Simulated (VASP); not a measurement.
Wanted: the native input for a VASP 6.6.1 run.

* Task: single point
* Functional: PBE
* Dispersion: D3(BJ)
* Potentials or basis: VASP PAW PBE potentials, release 64 (S)
* Cutoff: 520 eV
* k mesh: 2 × 2 × 2, shifted
* Occupations: fermi-dirac, width 0.0689 eV
* Spin: no spin polarisation
* Dipole correction: no
* Further INCAR settings: LREAL = Auto; ALGO = Normal; EDIFF = 1e-06; NBANDS = 69

The structure of S lies in POSCAR:

```
S
1.0
    0.0000000000     -6.2719630000     -2.8421320000
    5.4316800000      3.1359820000     -2.8421320000
    5.4316800000     -3.1359820000      7.1053290000
S
18
Direct
    0.4016713281      0.7262459414      0.5078420387
    0.7455333243      0.0610651764      0.1284235269
    0.0976789452      0.4446297518      0.7959676324
    0.4213267585      0.3299472322      0.3445433490
    0.7764716165      0.6294820181      0.0039295599
    0.1384103578      1.0153660594      0.6701562836
    0.7585488674      0.4894674000      0.5780347356
    0.0924801225      0.8990142565      0.2375101705
    0.4281102110      0.2231801735      0.9356056902
    0.5811288399      0.2230653291      0.5105655181
    0.9156574598      0.6001944054      0.1794229505
    0.3044310116      0.9602488055      0.8463603836
    0.5741808810      0.6729689313      0.6809296783
    0.9023168306      0.0457943595      0.3362045801
    0.2162486002      0.3878624884      0.9943222132
    0.2093230541      0.4488161909      0.4231105426
    0.5594367736      0.7757018135      0.0803066406
    0.9302535252      0.1546470823      0.7510960764
```

This cell differs from its parent crystal: dynamics (npt langevin) at 800 K, volume x 1.02, from the last frame before.

These files were run (other wordings do the same):

INCAR

```
SYSTEM = S
PREC = Accurate ; ENCUT = 520
EDIFF = 1E-6 ; ISMEAR = -1
SIGMA = 0.0689 ; LREAL = Auto
LASPH = .True. ; NELM = 60
ALGO = Normal ; ISIF = 2
LWAVE = .False. ; LCHARG = .False.
GGA = PE ; IVDW = 12
NBANDS = 69
```

KPOINTS

```
Automatic mesh
0
Gamma
  2 2 2
  0.5 0.5 0.5
```

Potentials or basis: VASP PAW PBE potentials, release 64 (S).

Run with:

```sh
$ cat potpaw_PBE.64/S/POTCAR > POTCAR
$ mpirun -np 1 vasp_std > vasp.out
```

Results of the run:

The pressure is -1.2 GPa and the largest force is 1.853 eV/Å. The band gap on the k mesh is 1.49 eV and the dispersion energy per atom is -0.242 eV.

Caveat: the atoms stand as in a frame of molecular dynamics; a shifted mesh leaves out Γ, where band edges can lie; forces of over 1 eV/Å act on the atoms, so gaps and moduli don't describe the material at rest.

Wall time 5.9 min on 1 thread of Intel Xeon 8259CL, with other jobs on the host, peak memory 0.45 GiB.
